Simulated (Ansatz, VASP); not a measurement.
# La in VASP and in Ansatz

Contents of INCAR:

```
PREC = Accurate ; ENCUT = 520
EDIFF = 1E-7 ; ISMEAR = -1
SIGMA = 0.1 ; LREAL = F
LASPH = T ; NELM = 60
ALGO = Normal ; ISIF = 2
LWAVE = F ; LCHARG = F
GGA = PE ; NBANDS = 30
```

The input KPOINTS:

```
regular mesh
0
Gamma
  6 6 2
```

POSCAR

```
La
1.0
    3.7726980145      0.0000000000      0.0000000000
   -1.8863490072      3.2672523214      0.0000000000
    0.0000000000      0.0000000000     12.1127038589
La
4
Direct
    0.0000000000      0.0000000000      0.0000000000
    0.0000000000      1.0000000000      0.5000000000
    0.3333333333      0.6666666667      0.7500000000
    0.6666666667      0.3333333333      0.2500000000
```

Input for Ansatz:

```yaml
crystal:
  lattice:
    - [3.7726980145, 0.0, 0.0]
    - [-1.8863490072, 3.2672523214, 0.0]
    - [0.0, 0.0, 12.1127038589]
  atoms:
    - { symbol: La, position: [0.0, 0.0, 0.0] }
    - { symbol: La, position: [0.0, 1.0, 0.5] }
    - { symbol: La, position: [0.3333333333, 0.6666666667, 0.75] }
    - { symbol: La, position: [0.6666666667, 0.3333333333, 0.25] }
hamiltonian:
  xc: pbe
  pseudopotentials:
    kind: paw
    azcp:
      La: "pseudopotentials/La.paw.azcp"
basis:
  ecutwfc: 420
  fft_grid_basis: typed
kpoints:
  mp_grid: { grid: [6, 6, 2], shift: [0, 0, 0] }
magnetization:
  spin_polarized: false
scf:
  occupations: { method: fermi_dirac, width: 0.1 }
  lower_state_search: "off"
output:
  stress: true
```

Alike in both runs: task single point; functional PBE; k mesh 6 × 6 × 2; occupations fermi-dirac, width 0.1 eV; no spin polarisation.

```csv
,VASP,Ansatz
version,VASP 6.6.1,Ansatz 0.2.0
potentials or method,"VASP PAW PBE potentials, release 64 (La), cutoff 520 eV","plane waves (420 eV) with PAW, scalar-relativistic"
valence electrons in the cell,44,44
```

```tsv
	VASP	Ansatz	Ansatz less VASP
pressure (GPa)	0.1	0.0	-0.07
```

The functional is the same, so the differences come from potentials, cutoffs and numerics.

Spin-orbit coupling is off throughout.
